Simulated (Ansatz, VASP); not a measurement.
One calculation of SbAs4Au, two programs

```
Sb As Au
1.0
     4.81075    0.00000    0.00000
    -2.40537    4.16623    0.00000
     0.00000    0.00000   10.31824
Sb As Au
1 4 1
Direct
  0.00000 0.00000 0.00000
  0.33333 0.66667 0.50000
  0.66667 0.33333 0.50000
  0.00000 0.00000 0.76391
  0.00000 0.00000 0.23609
  0.00000 0.00000 0.50000
```

Alike in both runs: functional PBE; k mesh 6 × 6 × 2; occupations gaussian, width 0.1 eV; no spin polarisation.

Ansatz relaxed the structure, and its values are those at the end. VASP's run is a single point on that final structure, the one shown.

|  | VASP | Ansatz |
| --- | --- | --- |
| version | VASP 6.6.1 | Ansatz 0.2.0 |
| potentials or method | VASP PAW PBE potentials, release 64 (Sb, As, Au), cutoff 520 eV | scalar-relativistic, plane waves, PAW |
| valence electrons in the cell | 36 | 94 |

Ansatz gave:

```
gap on the k mesh at the Fermi level (eV) : none
pressure (GPa)                            : 0.0
rms of the force components (eV/Å)        : 0.008
```

Task: Which values does VASP return?

Result: gap on the k mesh at the Fermi level (eV): none; pressure (GPa): 0.1; rms of the force components (eV/Å): 0.009.

A gap of «none» marks a metal or a gap that the smearing closes. The functional is the same, so the differences come from potentials, cutoffs and numerics. VASP's potentials hold 36 valence electrons a cell and Ansatz's 94, so a difference there can come from the potentials and not from the codes.

Spin-orbit coupling is off throughout.
